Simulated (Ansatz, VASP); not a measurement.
# One calculation of AgIrC6N6, two programs

```xyz
14
Lattice="0.0000 5.3406 5.3406 5.3406 0.0000 5.3406 5.3406 5.3406 0.0000" Properties=species:S:1:pos:R:3 pbc="T T T"
Ag    5.3406    5.3406    5.3406
Ir    0.0000    0.0000    0.0000
C     2.0147    5.3406    5.3406
C     5.3406    2.0147    5.3406
C     5.3406    5.3406    2.0147
C     8.6665    5.3406    5.3406
C     5.3406    8.6665    5.3406
C     5.3406    5.3406    8.6665
N     3.1790    5.3406    5.3406
N     5.3406    3.1790    5.3406
N     5.3406    5.3406    3.1790
N     7.5022    5.3406    5.3406
N     5.3406    7.5022    5.3406
N     5.3406    5.3406    7.5022
```

Alike in both runs: functional PBE; k mesh 6 × 6 × 6; occupations gaussian, width 0.1 eV; no spin polarisation.

Ansatz relaxed the structure, and its values are those at the end. VASP's run is a single point on that final structure, the one shown.

|  | VASP | Ansatz |
| --- | --- | --- |
| version | VASP 6.6.1 | Ansatz 0.2.0 |
| potentials or method | VASP PAW PBE potentials, release 64 (Ag, Ir, C, N), cutoff 520 eV | scalar-relativistic, plane waves, PAW |
| valence electrons in the cell | 74 | 90 |

|  | VASP | Ansatz | Ansatz less VASP |
| --- | --- | --- | --- |
| gap on the k mesh at the Fermi level (eV) | none | none | - |
| pressure (GPa) | 0.5 | 0.0 | -0.47 |
| rms of the force components (eV/Å) | 0.201 | 0.003 | -0.1981 |

A gap of «none» marks a metal or a gap that the smearing closes. One of these differences is far larger than is usual between the two programs; its cause wasn't traced. VASP's potentials hold 74 valence electrons a cell and Ansatz's 90, so a difference there can come from the potentials and not from the codes.

Neither program's run includes spin-orbit coupling. Noted on VASP's run: the standard files for N, O and F lose accuracy on very short bonds.
